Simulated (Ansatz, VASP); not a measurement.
# One calculation of KTaO3, two programs

Contents of INCAR:

```
SYSTEM = KTaO3
ALGO = Normal
EDIFF = 1E-6
EDIFFG = -0.01
ENCUT = 600
GGA = PS
IBRION = 2
ISIF = 3
ISMEAR = -1
IVDW = 12
LASPH = .TRUE.
LCHARG = .FALSE.
LREAL = .FALSE.
LWAVE = .FALSE.
NELM = 100
NSW = 60
PREC = Accurate
SIGMA = 0.05
```

The input KPOINTS:

```
k-points
0
G
  7 7 7
  0 0 0
```

Contents of POSCAR:

```
KTaO3
1.0
    3.9883000000      0.0000000000      0.0000000000
    0.0000000000      3.9883000000      0.0000000000
    0.0000000000      0.0000000000      3.9883000000
Ta K O
1 1 3
Direct
    0.0000000000      0.0000000000      0.0000000000
    0.5000000000      0.5000000000      0.5000000000
    0.0000000000      0.0000000000      0.5000000000
    0.0000000000      0.5000000000      0.0000000000
    0.5000000000      0.0000000000      0.0000000000
```

input.yaml

```yaml
crystal:
  lattice:
    - [3.9883, 0.0, 0.0]
    - [0.0, 3.9883, 0.0]
    - [0.0, 0.0, 3.9883]
  atoms:
    - { symbol: Ta, position: [0.0, 0.0, 0.0] }
    - { symbol: K, position: [0.5, 0.5, 0.5] }
    - { symbol: O, position: [0.0, 0.0, 0.5] }
    - { symbol: O, position: [0.0, 0.5, 0.0] }
    - { symbol: O, position: [0.5, 0.0, 0.0] }
hamiltonian:
  xc: pbesol
  pseudopotentials: { kind: paw }
  dispersion: d3bj
kpoints:
  mp_grid: { grid: [7, 7, 7] }
scf:
  occupations: { method: fermi_dirac, width: 0.05 }
output:
  forces: true
  stress: true
  write_density: true
  write_potential: true
  elf: true
  volumetric_format: npy
relax:
  f_tol: 0.01
  max_steps: 40
  cell: { stress_tol: 0.05 }
```

Alike in both runs: task relaxation of cell and atoms; functional PBEsol; dispersion D3(BJ); k mesh 7 × 7 × 7; occupations fermi-dirac, width 0.05 eV; no spin polarisation.

|  | VASP | Ansatz |
| --- | --- | --- |
| version | VASP 6.6.1 | Ansatz 0.2.0 |
| potentials or method | VASP PAW PBE potentials, release 64 (Ta_pv, K_sv, O) | Ansatz PAW |
| plane-wave cutoff (eV) | 600 | 420 |
| valence electrons in the cell | 38 | 40 |

|  | VASP | Ansatz | Ansatz less VASP |
| --- | --- | --- | --- |
| gap on the k mesh at the Fermi level, each at its own relaxed structure (eV) | 2.18 | 2.23 | +0.052 |
| relaxed volume (Å³/atom) | 12.51 | 12.47 | -0.038 |
| relaxed length of the cell vector where the two differ most in proportion (Å) | 3.970 | 3.966 | -0.0040 |

VASP's potentials were made for PBE, not for PBEsol. VASP's potentials hold 38 valence electrons a cell and Ansatz's 40, so a difference there can come from the potentials and not from the codes.

Neither program's run includes spin-orbit coupling. Noted on Ansatz's run: odd divisions of the mesh miss points on the zone boundary, where band edges often lie, so the gap on the mesh can be too wide; the plane-wave basis is chosen anew once the cell has moved, so the energies of steps on either side of that aren't comparable.
